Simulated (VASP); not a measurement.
Here is a VASP 6.6.1 calculation.

The input INCAR:

```
SYSTEM = Mg2Te3O
PREC     = Accurate       ! precision mode
ENCUT    = 600            ! plane-wave cutoff, eV
EDIFF    = 1E-6           ! SCF threshold, eV
ISMEAR   = 0              ! smearing method
SIGMA    = 0.1            ! smearing width, eV
LREAL    = .FALSE.        ! projectors in reciprocal space
LASPH    = .TRUE.         ! aspherical terms in the spheres
NELM     = 60             ! most SCF steps
ALGO     = Normal         ! electronic algorithm
ISIF     = 3              ! what is computed and relaxed
LWAVE    = .FALSE.        ! write WAVECAR
LCHARG   = .FALSE.        ! write CHGCAR
GGA      = PE             ! functional
IBRION   = 2              ! ionic algorithm
NSW      = 100            ! ionic steps
EDIFFG   = -0.01          ! ionic threshold
```

File KPOINTS:

```
regular mesh
0
G
  6 6 6
  0 0 0
```

File POSCAR:

```
Mg2Te3O
1.0
    4.6352224399      2.6761469234      2.5217867569
   -4.6352224399      2.6761469234      2.5217867569
    0.0000000000     -5.3522938468      2.5217867569
Mg Te O
2 3 1
Direct
    0.7381458510      0.7381458510      0.7381458510
    0.2618541490      0.2618541490      0.2618541490
    0.0000000000      0.5000000000      0.0000000000
    0.0000000000      0.0000000000      0.5000000000
    0.5000000000      0.0000000000      0.0000000000
    0.5000000000      0.5000000000      0.5000000000
```

Potentials or basis: VASP PAW PBE potentials, release 64 (Mg, Te, O).

Command:

```bash
$ cat potpaw_PBE.64/Mg/POTCAR potpaw_PBE.64/Te/POTCAR potpaw_PBE.64/O/POTCAR > POTCAR
$ mpirun -np 1 vasp_std > vasp.out
```

**Question.** Predict the band gap on the k mesh.

**Answer.** Zero (bands 14 and 15 overlap by 1.82 eV).

**Question.** What does it give for the space group after relaxing (to 0.1 Å)?

**Answer.** R-3m (No. 166).

**Question.** Estimate the relaxed volume.

**Answer.** 30.70 Å³/atom.

**Question.** What does it give for the relaxed cell?

**Answer.** a = 5.903 Å, b = 5.903 Å, c = 5.903 Å, α = 103.81°, β = 103.81°, γ = 103.81°.

Forces on the atoms (eV/Å):
```
Mg   0.000  0.000  0.003
Mg   0.000  0.000 -0.003
Te   0.000  0.000  0.000
Te   0.000  0.000  0.000
Te   0.000  0.000  0.000
O    0.000  0.000  0.000
```

Caveat: spin-orbit coupling is left out, which moves the levels of the heavy elements.
